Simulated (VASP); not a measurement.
# Ti (I4/mmm) in VASP: a series of runs, part 2 of 2

VASP 6.6.1.

### Step 3. Single point, PBE (volume 19.087 Å^3 an atom, c/a of the conventional cell 1.5658)

INCAR

```
  PREC = Accurate
  ENCUT = 520
  EDIFF = 1E-6
  ISMEAR = 0
  SIGMA = 0.15
  LREAL = F
  LASPH = T
  NELM = 60
  ALGO = Fast
  ISIF = 2
  LWAVE = F
  LCHARG = T
  GGA = PE
  LELF = T
  LVHAR = T
  NBANDS = 12
```

KPOINTS

```
regular mesh
0
Gamma
  22 22 22
```

POSCAR

```
Ti
1.0
   -1.4498190364      1.4498190364      2.2701266472
    1.4498190364     -1.4498190364      2.2701266472
    1.4498190364      1.4498190364     -2.2701266472
Ti
1
Direct
    0.0000000000      0.0000000000      0.0000000000
```

Potentials or basis: VASP PAW PBE potentials, release 64 (Ti_sv).

Run with:

```bash
$ cat potpaw_PBE.64/Ti_sv/POTCAR > POTCAR
$ mpirun -np 1 vasp_std > vasp.out
```

Run time: 2.7 min. Hardware: 1 thread of Intel Xeon Platinum 8124M at 3.00GHz (Skylake/Cascade Lake), shared host; peak memory 0.29 GiB.

Results (log left out):

```yaml
Free_energy: -7.7247 eV
Pressure: -8.7 GPa
Band_gap_on_the_k_mesh: zero (band 6 reaches 7.85 eV, above the bottom of band 7 at 6.70 eV)
```

Stress tensor (GPa, compression positive):
```
 -7.64   0.00   0.00
  0.00  -7.64   0.00
  0.00   0.00 -10.90
```

Levels at points of the mesh, in eV from the Fermi level:
```
           k point  band 2  band 3  band 4  band 5  band 6  band 7  band 8  band 9  band 10  band 11
(0.00, 0.00, 0.00)  -32.82  -32.80  -32.80   -5.82    0.36    1.13    1.13    1.79     2.65    14.91
(0.50, 0.00, 0.00)  -33.30  -32.90  -32.83   -2.34    0.38    0.50    1.13    3.06     3.32     7.30
(0.50, 0.50, 0.00)  -33.27  -33.06  -32.95   -2.20   -1.44    3.10    3.11    3.13     3.72    10.26
(0.50, 0.50, 0.50)  -33.24  -32.92  -32.92   -2.31   -1.34    1.43    3.25    3.40     3.40     8.37
```

### Step 4. Single point, PBE (volume 19.087 Å^3 an atom, c/a of the conventional cell 1.1612)

INCAR

```
SYSTEM = Ti
  ALGO = Fast
  EDIFF = 1E-6
  ENCUT = 520
  GGA = PE
  ISIF = 2
  ISMEAR = 0
  LASPH = .True.
  LCHARG = .False.
  LREAL = .False.
  LWAVE = .False.
  NBANDS = 12
  NELM = 60
  PREC = Accurate
  SIGMA = 0.15
```

KPOINTS

```
k-points
0
Gamma
  22 22 22
  0 0 0
```

POSCAR

```
Ti
1.0
   -1.6017333505      1.6017333505      1.8599327666
    1.6017333505     -1.6017333505      1.8599327666
    1.6017333505      1.6017333505     -1.8599327666
Ti
1
Direct
    0.0000000000      0.0000000000      0.0000000000
```

Potentials or basis: VASP PAW PBE potentials, release 64 (Ti_sv).

Run with:

```bash
$ cat potpaw_PBE.64/Ti_sv/POTCAR > POTCAR
$ mpirun -np 1 vasp_std > vasp.out
```

OUTCAR:

```text
SYSTEM = Ti
   EDIFF = 1E-6
   ENCUT = 520
   GGA = PE
   ISIF = 2
   ISMEAR = 0
   LASPH = .True.
   LREAL = .False.
   NELM = 60
   PREC = Accurate

 ion  position               nearest neighbor table
   1  0.000  0.000  0.000-

  LATTYP: Found a body centered tetragonal cell.
 ALAT       =     3.2034667010
 C/A-ratio  =     1.1612000000

  Lattice vectors:

 A1 = (  -1.6017333505,   1.6017333505,   1.8599327666)
 A2 = (   1.6017333505,  -1.6017333505,   1.8599327666)
 A3 = (   1.6017333505,   1.6017333505,  -1.8599327666)

Analysis of symmetry for initial positions (statically):
=====================================================================
 Subroutine PRICEL returns:
 Original cell was already a primitive cell.

 Routine SETGRP: Setting up the symmetry group for a
 body centered tetragonal supercell.

 Subroutine GETGRP returns: Found 16 space group operations
 (whereof 16 operations were pure point group operations)
 out of a pool of 16 trial point group operations.

The static configuration has the point symmetry D_4h.

[... 169 lines left out ...]
      1     -49.6147      2.00000
      2     -25.5684      2.00000
      3     -25.5684      2.00000
      4     -25.5551      2.00000
      5       1.4050      2.00000
      6       7.8502      0.00000
      7       7.8502      0.00000
      8       8.6674      0.00000
      9       8.9710      0.00000
     10       9.8830      0.00000
     11      22.5856      0.00000
     12      24.7503      0.00000
[... 331 lines left out ...]
 k-point    24 :      -0.4545    0.0455   -0.0000
  band No.  band energies     occupation
      1     -49.5324      2.00000
      2     -26.0345      2.00000
      3     -25.6924      2.00000
      4     -25.5731      2.00000
      5       4.8247      2.00000
      6       7.2765      0.41799
      7       7.5547      0.00060
      8       8.9000      0.00000
      9      10.0572      0.00000
     10      10.6607      0.00000
     11      15.0896      0.00000
     12      20.6826      0.00000

 [... further k-points ...]

------------------------ aborting loop because EDIFF is reached ----------------------------------------

  FORCE on cell =-STRESS in cart. coord.  units (eV):
  Direction    XX          YY          ZZ          XY          YZ          ZX
  --------------------------------------------------------------------------------------
  -------------------------------------------------------------------------------------
  Total       -1.1863660     -1.1863660     -0.8164367      0.0000000     -0.0000000      0.0000000
  in kB      -99.5844703    -99.5844703    -68.5323189      0.0000000     -0.0000000      0.0000000
  external PRESSURE =     -89.2337531 kB  Pullay stress =       0.0000000 kB

 VOLUME and BASIS-vectors are now :
 -----------------------------------------------------------------------------
  energy-cutoff  :      520.00
  volume of cell :       19.09
      direct lattice vectors                 reciprocal lattice vectors
    -1.601733350  1.601733350  1.859932767     0.000000000  0.312161821  0.268826922
     1.601733350 -1.601733350  1.859932767     0.312161821  0.000000000  0.268826922
     1.601733350  1.601733350 -1.859932767     0.312161821  0.312161821  0.000000000

 POSITION                                       TOTAL-FORCE (eV/Angst)
 -----------------------------------------------------------------------------------
      0.00000      0.00000      0.00000         0.000000     -0.000000     -0.000000
 -----------------------------------------------------------------------------------
    total drift:                               -0.000000      0.000000     -0.000000

  FREE ENERGIE OF THE ION-ELECTRON SYSTEM (eV)
  ---------------------------------------------------
  free  energy   TOTEN  =        -7.7018904027 eV

  energy  without entropy=       -7.6727173374  energy(sigma->0) =       -7.68730387
```

OSZICAR:

```text
N       E                     dE             d eps       ncg     rms          rms(c)
DAV:   1     0.863767358676E+02    0.86377E+02   -0.65438E+03 20060   0.118E+03
DAV:   2    -0.442196315473E+01   -0.90799E+02   -0.88489E+02 20460   0.294E+02
DAV:   3    -0.880719706317E+01   -0.43852E+01   -0.43319E+01 28344   0.655E+01
[... 12 lines left out ...]
RMM:  16    -0.770188390653E+01   -0.60741E-05   -0.73476E-05 29311   0.617E-02    0.351E-02
RMM:  17    -0.770188725854E+01   -0.33520E-05   -0.38033E-05 25331   0.359E-02    0.309E-02
RMM:  18    -0.770188919754E+01   -0.19390E-05   -0.21391E-05 23681   0.285E-02    0.228E-02
RMM:  19    -0.770188991094E+01   -0.71340E-06   -0.12761E-05 21750   0.233E-02    0.155E-02
RMM:  20    -0.770189040268E+01   -0.49174E-06   -0.67638E-06 19235   0.158E-02
   1 F= -.77018904E+01 E0= -.76873039E+01  d E =-.291731E-01
```

stdout:

```text
POSCAR found type information on POSCAR Ti
 POSCAR found :  1 types and       1 ions
 scaLAPACK will be used
 LDA part: xc-table for (Slater+PW92), standard interpolation
 POSCAR, INCAR and KPOINTS ok, starting setup
 FFT: planning ... GRIDC
 FFT: planning ... GRID_SOFT
 FFT: planning ... GRID
 WAVECAR not read
 entering main loop
WARNING in EDDRMM: call to ZHEGV failed, returncode =   6  3      6
WARNING in EDDRMM: call to ZHEGV failed, returncode =   6  3      5
WARNING in EDDRMM: call to ZHEGV failed, returncode =   6  3      5
WARNING in EDDRMM: call to ZHEGV failed, returncode =   8  4      3
WARNING in EDDRMM: call to ZHEGV failed, returncode =   6  3      7
WARNING in EDDRMM: call to ZHEGV failed, returncode =   6  3      7
WARNING in EDDRMM: call to ZHEGV failed, returncode =   6  3      5
WARNING in EDDRMM: call to ZHEGV failed, returncode =   6  3      6
WARNING in EDDRMM: call to ZHEGV failed, returncode =   6  3      8
```

It took 3 min on 1 thread of Intel Xeon Platinum 8124M at 3.00GHz (Skylake/Cascade Lake), shared host; peak memory 0.29 GiB.

What came out:

```
Free energy            : -7.7019 eV
Pressure               : -8.9 GPa
Band gap on the k mesh : zero (band 6 reaches 8.05 eV, above the bottom of band 7 at 6.62 eV)
```

Stress tensor (GPa, compression positive):
```
-9.96  0.00  0.00
 0.00 -9.96  0.00
 0.00  0.00 -6.85
```

### Step 5. Single point, PBE (volume 19.087 Å^3 an atom, c/a of the conventional cell 0.9280)

INCAR

```
SYSTEM = Ti
  ALGO = Fast
  EDIFF = 1E-6
  ENCUT = 520
  GGA = PE
  ISIF = 2
  ISMEAR = 0
  LASPH = .TRUE.
  LCHARG = .FALSE.
  LREAL = .FALSE.
  LWAVE = .FALSE.
  NBANDS = 12
  NELM = 80
  PREC = Accurate
  SIGMA = 0.15
```

KPOINTS

```
k-points
0
G
  22 22 22
  0 0 0
```

POSCAR

```
Ti
1.0
   -1.7260097129      1.7260097129      1.6017370136
    1.7260097129     -1.7260097129      1.6017370136
    1.7260097129      1.7260097129     -1.6017370136
Ti
1
Direct
    0.0000000000      0.0000000000      0.0000000000
```

Run with:

```bash
$ cat potpaw_PBE.64/Ti_sv/POTCAR > POTCAR
$ mpirun -np 1 vasp_std > vasp.out
```

It took 2.9 min on 1 thread of Intel Xeon Platinum 8124M at 3.00GHz (Skylake/Cascade Lake), shared host; peak memory 0.28 GiB.

It converged, with:

```
Free energy            : -7.6881 eV
Pressure               : -9.0 GPa
Band gap on the k mesh : zero (band 6 reaches 8.00 eV, above the bottom of band 7 at 6.61 eV)
```

Stress tensor (GPa, compression positive):
```
 -8.35   0.00   0.00
  0.00  -8.35   0.00
  0.00   0.00 -10.41
```

Levels at points of the mesh, in eV from the Fermi level:
| k point | band 4 | band 5 | band 6 | band 7 | band 8 | band 9 |
| --- | --- | --- | --- | --- | --- | --- |
| (0.00, 0.00, 0.00) | -32.69 | -5.75 | 0.57 | 1.07 | 1.07 | 2.12 |
| (0.50, 0.00, 0.00) | -32.71 | -2.24 | -0.51 | 1.05 | 2.42 | 2.96 |
| (0.50, 0.50, 0.00) | -32.68 | -2.28 | 0.07 | 0.58 | 2.03 | 2.58 |
| (0.50, 0.50, 0.50) | -32.99 | -1.90 | -1.75 | 3.42 | 3.42 | 3.53 |

### Step 6. Overview

| cell | gap on the mesh (eV) | pressure (GPa) |
| --- | --- | --- |
| a = 2.978 Å, angles 118.4, 118.4, 92.7°, 1 atom | none | -8.4 |
| a = 3.059 Å, angles 123.4, 123.4, 84.2°, 1 atom | none | -8.7 |
| a = 2.931 Å, angles 113.7, 113.7, 101.2°, 1 atom | none | -8.9 |
| a = 2.920 Å, angles 107.5, 107.5, 113.5°, 1 atom | none | -9.0 |

Alike in all rows: task single point; level PBE; potentials or basis VASP PAW PBE potentials, release 64 (Ti_sv); no spin polarisation; k mesh 22 × 22 × 22; cutoff (eV) 520; smearing gaussian 0.15 eV.

Total energies depend on the potentials used, so only differences within one code and one set of settings carry meaning.
